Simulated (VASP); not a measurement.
# FeO (Wuestite): single point with PBEsol

FeO (Wuestite):

```
CELL_PARAMETERS angstrom
0.00000 2.15540 2.15540
2.15540 0.00000 2.15540
2.15540 2.15540 0.00000
ATOMIC_POSITIONS crystal
Fe 0.00000 0.00000 0.00000
O 0.50000 0.50000 0.50000
```

- Program: VASP 6.6.1
- Task: single point
- Functional: PBEsol
- Potentials or basis: VASP PAW PBE potentials, release 64 (Fe, O)
- Cutoff: 520 eV
- k mesh: 11 × 11 × 11
- Occupations: fermi-dirac, width 0.05 eV
- Spin: no spin polarisation
- Dipole correction: no
- Further INCAR settings: ALGO = Normal; EDIFF = 1e-06; NBANDS = 14

```
Pressure               : -33.4 GPa
Band gap on the k mesh : zero (band 7 reaches 5.40 eV, above the bottom of band 8 at 4.46 eV)
```

Levels at points of the mesh, in eV from the Fermi level:
| k point | band 5 | band 6 | band 7 | band 8 | band 9 | band 10 |
| --- | --- | --- | --- | --- | --- | --- |
| (0.00, 0.00, 0.00) | -1.27 | -1.27 | -1.27 | -0.90 | -0.90 | 0.91 |

It took 9.5 s on 1 thread of Intel(R) Xeon(R) Platinum 8488C (Sapphire Rapids), on a shared host, peak memory 0.14 GiB.

Caveat: the PAW data sets were made with another functional, which shifts forces and pressure a little; the run has no spin polarisation, though such a crystal can be magnetic; semilocal functionals often make such compounds metallic where correlation or magnetic order opens a gap, which also shifts bond lengths. With open d or f shells a metallic result of PBEsol can be an artefact of self-interaction; +U or a hybrid may open a gap.
